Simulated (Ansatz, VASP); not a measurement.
**Al2O in VASP and in Ansatz**

```xyz
3
Lattice="0.0000 2.8457 2.8457 2.8457 0.0000 2.8457 2.8457 2.8457 0.0000" Properties=species:S:1:pos:R:3 pbc="T T T"
Al    1.4229    1.4229    1.4229
Al    4.2686    4.2686    4.2686
O     0.0000    0.0000    0.0000
```

Alike in both runs: task single point; functional LDA; k mesh 7 × 7 × 7; no spin polarisation.

|  | VASP | Ansatz |
| --- | --- | --- |
| version | VASP 6.6.1 | Ansatz 0.2.0 |
| potentials or method | VASP PAW LDA potentials, release 64 (Al, O) | plane waves, PAW |
| plane-wave cutoff (eV) | 520 | 420 |
| occupations | methfessel-paxton of order 1, width 0.1 eV | cold |
| valence electrons in the cell | 12 | 12 |

|  | VASP | Ansatz | Ansatz less VASP |
| --- | --- | --- | --- |
| gap on the k mesh at the Fermi level (eV) | none | none | - |
| pressure (GPa) | -3.9 | -3.8 | +0.02 |

LDA's correlation is that of Perdew and Zunger in VASP and of Perdew and Wang (1992) in Ansatz. A gap of «none» marks a metal or a gap that the smearing closes.
